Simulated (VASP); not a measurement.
# H3C2N in VASP: further runs

Runs on H3C2N. Level: PBE. Tasks: single point.

Program: VASP 6.6.1. These are calculated values, not measurements. Logs are shortened: lines on timing, memory, paths and dates and some standing lists are left out, and cuts for length are marked.

**1. The cell of the first run**

The cell holds a disordered packing, 36 atoms: a = 8.052 Å, b = 8.052 Å, c = 8.052 Å, α = 90.00°, β = 90.00°, γ = 90.00°.

**2. Single point, PBE**

INCAR

```
PREC = Accurate ; ENCUT = 910
EDIFF = 1E-6 ; ISMEAR = -1
SIGMA = 0.05 ; LREAL = Auto
LASPH = True ; NELM = 120
ALGO = Normal ; ISIF = 2
LWAVE = False ; LCHARG = False
GGA = PE ; NBANDS = 72
GGA_COMPAT = False
```

KPOINTS

```
regular mesh
0
Gamma
  1 1 1
```

POSCAR

```
H3C2N
1.0
    8.0517480000      0.0000000000      0.0000000000
    0.0000000000      8.0517480000      0.0000000000
    0.0000000000      0.0000000000      8.0517480000
C N H
12 6 18
Direct
    0.6981092801      0.2458720765      0.9105973014
    0.8030430162      0.2758531439      0.7717578841
    0.4940169514      0.3444221056      0.3746888253
    0.4999411308      0.1873506225      0.4605832175
    0.1325923265      0.8809143058      0.4155991966
    0.0667308515      0.8912847248      0.5796505305
    0.0967740173      0.6198033023      1.0368555996
    0.2680784346      0.5993232774      0.9791911024
    0.2998479336      0.0284658685     -0.0530568021
    0.1876114354      0.1266681471      0.0517154784
    0.6595462252      0.6771573080      0.5954731817
    0.7318162466      0.6918000911      0.4233987452
    0.8866397706      0.2969541521      0.6534481705
    0.4968734739      0.0541124735      0.5101376745
    0.0107305892      0.9022264482      0.7114107396
    0.4096625975      0.5712672577      0.9534327204
    0.0966374010      0.1817866133      0.1511473037
    0.7849103077      0.6869688420      0.2921850013
    0.5771044995      0.2820132970      0.8779832652
    0.7025927786      0.1153289944      0.9505761979
    0.7380509176      0.3185519467      1.0212068237
    0.5964046565      0.4216103137      0.4072780221
    0.5136648589      0.3121434004      0.2455491652
    0.3816065779      0.4135499521      0.3732605640
    0.0687676763      0.9697645778      0.3363990030
    0.2650977154      0.9099763182      0.4192133186
    0.1169559703      0.7560345903      0.3546931672
    0.0142950326      0.5550223380      0.9505265192
    0.0931350559      0.5430994611      1.1495392056
    0.0430713927      0.7428200684      1.0462200258
    0.3300773944      0.0863415000     -0.1665601060
    0.4148664365     -0.0000745180      0.0166423490
    0.2323222237     -0.0887012361     -0.0762939923
    0.7525695042      0.6513492474      0.6818519407
    0.6054461714      0.7943119929      0.6216041535
    0.5828051250      0.5672557065      0.5984042223
```

Potentials or basis: VASP PAW PBE potentials, release 64 (C_h, N_h, H_h).

Launch:

```console
> cat potpaw_PBE.64/C_h/POTCAR potpaw_PBE.64/N_h/POTCAR potpaw_PBE.64/H_h/POTCAR > POTCAR
> mpirun -np 1 vasp_gam > vasp.out
```

OUTCAR:

```text
PREC = Accurate
   ENCUT = 910
   EDIFF = 1E-6
   ISMEAR = -1
   LREAL = Auto
   LASPH = True
   NELM = 120
   ISIF = 2
   GGA = PE

 ion  position               nearest neighbor table
   1  0.698  0.246  0.911-  19 1.05  20 1.10  21 1.11   2 1.42
   2  0.803  0.276  0.772-  13 1.18   1 1.42
   3  0.494  0.344  0.375-  24 1.06  22 1.07  23 1.08   4 1.44
   4  0.500  0.187  0.461-  14 1.14   3 1.44
   5  0.133  0.881  0.416-  25 1.09  26 1.09  27 1.13   6 1.43
   6  0.067  0.891  0.580-  15 1.16   5 1.43
   7  0.097  0.620  0.037-  30 1.08  28 1.09  29 1.10   8 1.46
   8  0.268  0.599  0.979-  16 1.18   7 1.46
   9  0.300  0.028  0.947-  31 1.05  33 1.10  32 1.11  10 1.47
  10  0.188  0.127  0.052-  17 1.17   9 1.47
  11  0.660  0.677  0.595-  34 1.04  35 1.06  36 1.08  12 1.51
  12  0.732  0.692  0.423-  18 1.14  11 1.51
  13  0.887  0.297  0.653-   2 1.18
  14  0.497  0.054  0.510-   4 1.14
  15  0.011  0.902  0.711-   6 1.16
  16  0.410  0.571  0.953-   8 1.18
  17  0.097  0.182  0.151-  10 1.17
  18  0.785  0.687  0.292-  12 1.14
[... 16 lines left out ...]
  35  0.605  0.794  0.622-  11 1.06
  36  0.583  0.567  0.598-  11 1.08

  LATTYP: Found a simple cubic cell.
 ALAT       =     8.0517480000

  Lattice vectors:

 A1 = (   8.0517480000,   0.0000000000,   0.0000000000)
 A2 = (   0.0000000000,   8.0517480000,   0.0000000000)
 A3 = (   0.0000000000,   0.0000000000,   8.0517480000)

Analysis of symmetry for initial positions (statically):
=====================================================================
 Subroutine PRICEL returns:
 Original cell was already a primitive cell.

 Routine SETGRP: Setting up the symmetry group for a
 simple cubic supercell.

 Subroutine GETGRP returns: Found  1 space group operations
 (whereof  1 operations were pure point group operations)
 out of a pool of 48 trial point group operations.

The static configuration has the point symmetry C_1 .

Analysis of symmetry for dynamics (positions and initial velocities):
=====================================================================
 Subroutine PRICEL returns:
 Original cell was already a primitive cell.

 Routine SETGRP: Setting up the symmetry group for a
 simple cubic supercell.

 Subroutine GETGRP returns: Found  1 space group operations
 (whereof  1 operations were pure point group operations)
 out of a pool of 48 trial point group operations.

The dynamic configuration has the point symmetry C_1 .

 Subroutine INISYM returns: Found  1 space group operations
 (whereof  1 operations are pure point group operations),
 and found     1 'primitive' translations

----------------------------------------------------------------------------------------

                                     Primitive cell

  volume of cell :     522.0000

  direct lattice vectors                    reciprocal lattice vectors
     8.051748000  0.000000000  0.000000000     0.124196634  0.000000000  0.000000000
     0.000000000  8.051748000  0.000000000     0.000000000  0.124196634  0.000000000
     0.000000000  0.000000000  8.051748000     0.000000000  0.000000000  0.124196634

  length of vectors
     8.051748000  8.051748000  8.051748000     0.124196634  0.124196634  0.124196634

  position of ions in fractional coordinates (direct lattice)
     0.698109280  0.245872076  0.910597301
     0.803043016  0.275853144  0.771757884
     0.494016951  0.344422106  0.374688825
     0.499941131  0.187350622  0.460583218
     0.132592327  0.880914306  0.415599197
     0.066730851  0.891284725  0.579650530
[... 28 lines left out ...]
     0.605446171  0.794311993  0.621604154
     0.582805125  0.567255706  0.598404222

  ion indices of the primitive-cell ions
   primitive index   ion index
                 1           1
                 2           2
                 3           3
                 4           4
                 5           5
                 6           6
[... 28 lines left out ...]
                35          35
                36          36

----------------------------------------------------------------------------------------

 KPOINTS: regular mesh

Automatic generation of k-mesh.
 Grid dimensions read from file:
 generate k-points for:    1    1    1

 Generating k-lattice:

  Cartesian coordinates                     Fractional coordinates (reciprocal lattice)
     0.124196634  0.000000000  0.000000000     1.000000000  0.000000000  0.000000000
     0.000000000  0.124196634  0.000000000     0.000000000  1.000000000  0.000000000
     0.000000000  0.000000000  0.124196634     0.000000000  0.000000000  1.000000000

  Length of vectors
     0.124196634  0.124196634  0.124196634

  Shift w.r.t. Gamma in fractional coordinates (k-lattice)
     0.000000000  0.000000000  0.000000000

 Subroutine IBZKPT returns following result:
 ===========================================

 Found      1 irreducible k-points:

 Following reciprocal coordinates:
            Coordinates               Weight
  0.000000  0.000000  0.000000      1.000000
   k-points           NKPTS =      1   k-points in BZ     NKDIM =      1   number of bands    NBANDS=     72
   number of dos      NEDOS =    301   number of ions     NIONS =     36
   total plane-waves  NPLWV = 512000
   dimension x,y,z NGX =    80 NGY =   80 NGZ =   80
   dimension x,y,z NGXF=   160 NGYF=  160 NGZF=  160
   ions per type =              12   6  18
   NGX,Y,Z   is equivalent  to a cutoff of  16.52, 16.52, 16.52 a.u.
   NGXF,Y,Z  is equivalent  to a cutoff of  33.04, 33.04, 33.04 a.u.
 SYSTEM =  unknown system
   PREC   = accura    normal or accurate (medium, high low for compatibility)
   ISTART =      0    job   : 0-new  1-cont  2-samecut
   ICHARG =      2    charge: 1-file 2-atom 10-const
   ISPIN  =      1    spin polarized calculation?
   LNONCOLLINEAR =      F non collinear calculations
   LSORBIT =      F    spin-orbit coupling
   LASPH  =      T    aspherical Exc in radial PAW
   ENCUT  =  910.0 eV  66.88 Ry    8.18 a.u.  19.80 19.80 19.80*2*pi/ulx,y,z
   NELM   =    120;   NELMIN=  2; NELMDL= -5     # of ELM steps
   EDIFF  = 0.1E-05   stopping-criterion for ELM
   LREAL  =      T    real-space projection
   EDIFFG = 0.1E-04   stopping-criterion for IOM
   NSW    =      0    number of steps for IOM
   IBRION =     -1    ionic relax: 0-MD 1-quasi-New 2-CG
   NFREE  =      0    steps in history (QN), initial steepest desc. (CG)
   ISIF   =      2    stress and relaxation
   ISYM   =      2    0-nonsym 1-usesym 2-fastsym
   POTIM  = 0.5000    time-step for ionic-motion
   TEBEG  =    0.0;   TEEND  =   0.0 temperature during run
   PSTRESS=    0.0 pullay stress
   NELECT =      96.0000    total number of electrons
   NUPDOWN=      -1.0000    fix difference up-down
   EMIN   =  10.00;   EMAX   =-10.00  energy-range for DOS
   EFERMI =   0.00;   METHOD = LEGACY
   ISMEAR =    -1;   SIGMA  =   0.05  broadening in eV -4-tet -1-fermi 0-gaus
   EFERMI_NEDOS =   21; number of points for ismear=-14 and -15
   IALGO  =     38    algorithm
   IMIX   =      4    mixing-type and parameters
     AMIX     =   0.40;   BMIX     =  1.00
     AMIX_MAG =   1.60;   BMIX_MAG =  1.00
  volume/ion in A,a.u.               =      14.50        97.85
  Fermi-wavevector in a.u.,A,eV,Ry     =   0.930983  1.759303 11.792568  0.866729
  Thomas-Fermi vector in A             =   2.057429
   LORBIT       =      0    0 simple, 1 ext, 2 COOP (PROOUT), +10 PAW based schemes
   GGA     = PE    functional components
   LHFCALC =     F    Hartree Fock is set to
   AEXX    =    0.0000 exact exchange contribution
   IVDW    =     0    specifies the selected vdW correction
   LEPSILON=     F    determine dielectric tensor
   LRPA    =     F    only Hartree local field effects (RPA)
 non-spin polarized calculation
  energy-cutoff  :      910.00
  volume of cell :      522.00
 maximum number of plane-waves:     16266
 NGX is ok and might be reduce to    80
   NGX = 39   NGY = 39   NGZ = 39

 number of electron      95.9999999 magnetization

 Free energy of the ion-electron system (eV)
  ---------------------------------------------------
  ext. energy  EPLUGINS =         0.00000000
  ---------------------------------------------------
  free energy    TOTEN  =      -220.80285062 eV

  energy without entropy =     -220.80285062  energy(sigma->0) =     -220.80285062

 E-fermi :  -3.0370     XC(G=0):  -6.2213

 val. band max:       -4.3123366081   @ k =   0.0000   0.0000   0.0000
 cond. band min:       1.7902002165   @ k =   0.0000   0.0000   0.0000
 fundamental gap:      6.1025368246
 Fermi energy:        -3.0369938867

 k-point     1 :       0.0000    0.0000    0.0000
  band No.  band energies     occupation
      1     -19.7724      2.00000
      2     -19.3990      2.00000
      3     -19.3893      2.00000
      4     -19.2535      2.00000
      5     -19.1721      2.00000
      6     -19.0030      2.00000
[... 52 lines left out ...]
     59       3.3229      0.00000
     60       3.3465      0.00000
 [bands above 60 left out]

------------------------ aborting loop because EDIFF is reached ----------------------------------------

  FORCE on cell =-STRESS in cart. coord.  units (eV):
  Direction    XX          YY          ZZ          XY          YZ          ZX
  --------------------------------------------------------------------------------------
  -------------------------------------------------------------------------------------
  Total        3.0960311      4.8795480      4.9584281      1.6534519     -1.2580342      0.8968579
  in kB        9.5026641     14.9768215     15.2189286      5.0749484     -3.8612908      2.7527306
  external PRESSURE =      13.2328047 kB  Pullay stress =       0.0000000 kB

 VOLUME and BASIS-vectors are now :
 -----------------------------------------------------------------------------
  energy-cutoff  :      910.00
  volume of cell :      522.00
      direct lattice vectors                 reciprocal lattice vectors
     8.051748000  0.000000000  0.000000000     0.124196634  0.000000000  0.000000000
     0.000000000  8.051748000  0.000000000     0.000000000  0.124196634  0.000000000
     0.000000000  0.000000000  8.051748000     0.000000000  0.000000000  0.124196634

 POSITION                                       TOTAL-FORCE (eV/Angst)
 -----------------------------------------------------------------------------------
      5.62100      1.97970      7.33190         1.169156     -0.342256      1.559531
      6.46590      2.22110      6.21400         1.736200      0.178495     -2.074096
      3.97770      2.77320      3.01690         0.750281     -0.944177     -0.674272
      4.02540      1.50850      3.70850        -0.664046      1.737165     -0.715530
      1.06760      7.09290      3.34630         0.264551     -0.925874     -0.862308
      0.53730      7.17640      4.66720        -0.141453     -0.322613     -0.151208
[... 28 lines left out ...]
      4.87490      6.39560      5.00500        -1.013675      0.782296      0.462593
      4.69260      4.56740      4.81820        -0.854448      0.077599      0.050590
 -----------------------------------------------------------------------------------
    total drift:                                0.018095     -0.002906     -0.012063

  FREE ENERGIE OF THE ION-ELECTRON SYSTEM (eV)
  ---------------------------------------------------
  free  energy   TOTEN  =      -220.8028506212 eV

  energy  without entropy=     -220.8028506212  energy(sigma->0) =     -220.80285062
```

Wall time 73 s (1 thread of Intel Xeon 6975P-C (Granite Rapids), shared host); peak memory 0.9 GiB.

What came out:

* Free energy: -220.8029 eV
* Pressure: 1.3 GPa
* Largest force: 4.050 eV/Å
* Band gap on the k mesh: 6.10 eV

Forces on the atoms (eV/Å):
```
C    1.169 -0.342  1.560
C    1.736  0.178 -2.074
C    0.750 -0.944 -0.674
C   -0.664  1.737 -0.716
C    0.265 -0.926 -0.862
C   -0.141 -0.323 -0.151
C    0.377 -1.334 -0.555
C    1.413  0.017  0.029
C   -0.614 -0.581  1.782
C   -0.176 -0.100  0.605
C    0.540 -0.075 -2.755
C   -1.317 -0.542  3.792
N   -0.985 -0.040  1.419
N    0.122 -1.744  0.999
N   -0.246 -0.045  0.729
N   -1.803  0.363  0.071
N    0.620  0.016 -0.923
N    0.951  0.126 -2.495
H   -1.680  0.403 -0.189
H   -0.011 -0.041 -0.265
H   -0.077 -0.039 -0.427
H    0.727  0.503  0.268
H    0.161 -0.022 -0.655
H   -1.168  0.295  0.586
H   -0.072  0.331 -0.170
H    0.171  0.131 -0.050
H   -0.059  0.655  0.719
H   -0.044 -0.160 -0.260
H   -0.370  0.385  0.300
H    0.345  0.435  0.312
H    0.200  0.620 -1.282
H   -0.249  0.074 -0.109
H    0.296  0.245 -0.235
H    1.700 -0.119  1.163
H   -1.014  0.782  0.463
H   -0.854  0.078  0.051
```

Caveat: the k points lie up to 0.78 Å⁻¹ apart; the cutoff is under 1.25 times the usual one of these potentials, so pressure, stress and relaxed cells hold a basis-set (Pulay) error.

(Part 1 of 2 ends here.)
